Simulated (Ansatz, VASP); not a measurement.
## One calculation of C, two programs

The input INCAR:

```
PREC     = Accurate       # precision mode
ENCUT    = 520            # plane-wave cutoff, eV
EDIFF    = 1E-7           # SCF threshold, eV
ISMEAR   = 0              # smearing method
SIGMA    = 0.05           # smearing width, eV
LREAL    = False          # projectors in reciprocal space
LASPH    = True           # aspherical terms in the spheres
NELM     = 100            # most SCF steps
ALGO     = Normal         # electronic algorithm
ISIF     = 2              # what is computed and relaxed
LWAVE    = False          # write WAVECAR
LCHARG   = False          # write CHGCAR
GGA      = PE             # functional
NBANDS   = 26             # bands
```

The input KPOINTS:

```
regular mesh
0
Gamma
  12 12 4
```

File POSCAR:

```
C
1.0
    2.5180642186      0.0000000000      0.0000000000
   -1.2590321093      2.1807075817      0.0000000000
    0.0000000000      0.0000000000      8.3046919353
C
8
Direct
   -0.0110056021     -0.0220112043      0.0929732494
   -0.0110056021     -0.0220112043      0.5929732494
   -0.0110056021     -0.0220112043      0.4070267506
   -0.0110056021     -0.0220112043      0.9070267506
    0.3443389355      0.6886778709      0.1555299995
    0.6776722688      0.3553445376      0.6555299995
    0.3443389355      0.6886778709      0.3444700005
    0.6776722688      0.3553445376      0.8444700005
```

Input for Ansatz:

```yaml
crystal:
  lattice:
    - [2.5180642186, 0.0, 0.0]
    - [-1.2590321093, 2.1807075817, 0.0]
    - [0.0, 0.0, 8.3046919353]
  atoms:
    - { symbol: C, position: [-0.0110056021, -0.0220112043, 0.0929732494] }
    - { symbol: C, position: [-0.0110056021, -0.0220112043, 0.5929732494] }
    - { symbol: C, position: [-0.0110056021, -0.0220112043, 0.4070267506] }
    - { symbol: C, position: [-0.0110056021, -0.0220112043, 0.9070267506] }
    - { symbol: C, position: [0.3443389355, 0.6886778709, 0.1555299995] }
    - { symbol: C, position: [0.6776722688, 0.3553445376, 0.6555299995] }
    - { symbol: C, position: [0.3443389355, 0.6886778709, 0.3444700005] }
    - { symbol: C, position: [0.6776722688, 0.3553445376, 0.8444700005] }
basis:
  ecutwfc: 520.0
kpoints:
  mp_grid: { grid: [12, 12, 4] }
hamiltonian:
  xc: pbe
  pseudopotentials: { kind: paw, azcp: { folder: soft_1 } }
scf:
  occupations: { method: gaussian, width: 0.05 }
output:
  forces: true
  stress: true
  eigenvalues: true
  write_density: true
  write_potential: true
  elf: true
  volumetric_format: npy
```

Change from the starting cell: mode 14 frozen in at -0.048 Å, equal normal strain along x, y and z +0.0000.

Alike in both runs: task single point; functional PBE; k mesh 12 × 12 × 4; occupations gaussian, width 0.05 eV; no spin polarisation.

|  | VASP | Ansatz |
| --- | --- | --- |
| version | VASP 6.6.1 | Ansatz 0.2.0 |
| potentials or method | VASP PAW PBE potentials, release 64 (C), cutoff 520 eV | scalar-relativistic, plane waves, PAW |
| valence electrons in the cell | 32 | 32 |

|  | VASP | Ansatz | Ansatz less VASP |
| --- | --- | --- | --- |
| gap on the k mesh at the Fermi level (eV) | 3.50 | 3.51 | +0.009 |
| least direct gap on the mesh (eV) | 3.95 | 3.95 | +0.004 |
| pressure (GPa) | 4.2 | 3.6 | -0.64 |
| traceless stress, the component that is largest in VASP (GPa) | 2.54 | 2.51 | -0.025 |
| rms of the force components (eV/Å) | 1.764 | 1.750 | -0.0139 |

Atom by atom the forces differ by 0.014 eV/Å (rms over components).
